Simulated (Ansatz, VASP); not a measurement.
## BP: VASP beside Ansatz

POSCAR

```
BP
1.0
    0.0000000000      2.3597600000      2.4505200000
    2.3597600000      0.0000000000      2.4505200000
    2.3597600000      2.3597600000      0.0000000000
B P
1 1
Direct
    0.0000000000      0.0000000000      0.0000000000
    0.7500000000      0.7500000000      0.7500000000
```

Contents of INCAR.step1:

```
ALGO     = Normal         # electronic algorithm
EDIFF    = 1E-4           # SCF threshold, eV
ENCUT    = 520            # plane-wave cutoff, eV
GGA      = PE             # functional
ISMEAR   = 0              # smearing method
LASPH    = True           # aspherical terms in the spheres
LCHARG   = False          # write CHGCAR
LREAL    = False          # projectors in reciprocal space
LWAVE    = True           # write WAVECAR
NBANDS   = 11             # bands
NELM     = 100            # most SCF steps
PREC     = Accurate       # precision mode
SIGMA    = 0.05           # smearing width, eV
```

File INCAR.step2:

```
ALGO     = Normal         # electronic algorithm
EDIFF    = 1E-7           # SCF threshold, eV
ENCUT    = 520            # plane-wave cutoff, eV
ISIF     = 2              # what is computed and relaxed
ISMEAR   = 0              # smearing method
ISTART   = 1            
LASPH    = True           # aspherical terms in the spheres
LCHARG   = False          # write CHGCAR
LMIXTAU  = True         
LREAL    = False          # projectors in reciprocal space
LWAVE    = False          # write WAVECAR
METAGGA  = R2SCAN         # meta-GGA
NBANDS   = 11             # bands
NELM     = 100            # most SCF steps
PREC     = Accurate       # precision mode
SIGMA    = 0.05           # smearing width, eV
```

The input KPOINTS:

```
k-points
0
Gamma
  10 10 10
```

Input for Ansatz:

```yaml
crystal:
  lattice:
    - [0.0, 2.35976, 2.45052]
    - [2.35976, 0.0, 2.45052]
    - [2.35976, 2.35976, 0.0]
  atoms:
    - { symbol: B, position: [0.0, 0.0, 0.0] }
    - { symbol: P, position: [0.75, 0.75, 0.75] }
basis:
  ecutwfc: 500
kpoints:
  mp_grid: { grid: [10, 10, 10] }
hamiltonian:
  xc: r2scan
scf:
  occupations: { method: gaussian, width: 0.05 }
output:
  forces: true
  stress: true
  eigenvalues: true
  write_density: true
  write_potential: true
  elf: true
  volumetric_format: npy
```

Change from the starting cell: strain +0.040 along x and y, +0.080 along z, atoms carried along.

Alike in both runs: task single point; functional r2SCAN; k mesh 10 × 10 × 10; occupations gaussian, width 0.05 eV; no spin polarisation.

```csv
,VASP,Ansatz
version,VASP 6.6.1,Ansatz 0.2.0
potentials or method,"VASP PAW PBE potentials, release 64 (B, P), cutoff 520 eV","scalar-relativistic, plane waves, PAW"
valence electrons in the cell,8,8
```

```tsv
	VASP	Ansatz	Ansatz less VASP
gap on the k mesh at the Fermi level (eV)	1.36	1.33	-0.029
least direct gap on the mesh (eV)	3.26	3.22	-0.038
pressure (GPa)	-20.0	-19.6	+0.38
traceless stress, the component that is largest in VASP (GPa)	-6.49	-6.46	+0.027
```

VASP's potentials were made for PBE, not for r2SCAN.
